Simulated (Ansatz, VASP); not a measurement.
Two plane-wave programs on MgS

```
Mg S
1.0
     0.00000    2.60165    2.60165
     2.60165    0.00000    2.60165
     2.60165    2.60165    0.00000
Mg S
1 1
Cartesian
  0.0000 0.0000 0.0000
  2.6017 2.6017 2.6017
```

Alike in both runs: task single point; functional BLYP; dispersion D3(BJ); k mesh 8 × 8 × 8; occupations gaussian, width 0.05 eV; no spin polarisation.

```csv
,VASP,Ansatz
version,VASP 6.6.1,Ansatz 0.2.0
potentials or method,"VASP PAW PBE potentials, release 64 (Mg, S), cutoff 600 eV","scalar-relativistic, plane waves, PAW"
valence electrons in the cell,8,16
```

Ansatz gave:

```
gap on the k mesh at the Fermi level (eV) : 2.84
least direct gap on the mesh (eV)         : 3.88
pressure (GPa)                            : -3.6
```

Task: Estimate VASP's values.

Result: gap on the k mesh at the Fermi level (eV): 2.83; least direct gap on the mesh (eV): 3.89; pressure (GPa): -3.8.

VASP's potentials were made for PBE, not for BLYP. VASP's potentials hold 8 valence electrons a cell and Ansatz's 16, so a difference there can come from the potentials and not from the codes.
